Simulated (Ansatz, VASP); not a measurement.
# Two plane-wave programs on SnO

```
Sn O
1.0
     3.76688    0.00000    0.00000
     0.00000    3.76688    0.00000
     0.00000    0.00000    5.21400
Sn O
2 2
Direct
  0.00000 0.50000 0.24575
  0.50000 0.00000 0.75425
  0.00000 0.00000 0.00000
  0.50000 0.50000 0.00000
```

Alike in both runs: task single point; functional LDA; k mesh 10 × 10 × 8; occupations gaussian, width 0.15 eV; no spin polarisation.

```csv
,VASP,Ansatz
version,VASP 6.6.1,Ansatz 0.2.0
potentials or method,"VASP PAW LDA potentials, release 64 (Sn_d, O), cutoff 520 eV","scalar-relativistic, plane waves, PAW"
valence electrons in the cell,40,40
```

|  | VASP | Ansatz | Ansatz less VASP |
| --- | --- | --- | --- |
| gap on the k mesh at the Fermi level (eV) | none | none | - |
| pressure (GPa) | -8.3 | -8.5 | -0.25 |
| traceless stress, the component that is largest in VASP (GPa) | -5.43 | -5.48 | -0.051 |
| rms of the force components (eV/Å) | 0.854 | 0.893 | +0.0385 |

LDA's correlation is that of Perdew and Zunger in VASP and of Perdew and Wang (1992) in Ansatz. Atom by atom the forces differ by 0.038 eV/Å (rms over components). A gap of «none» marks a metal or a gap that the smearing closes.
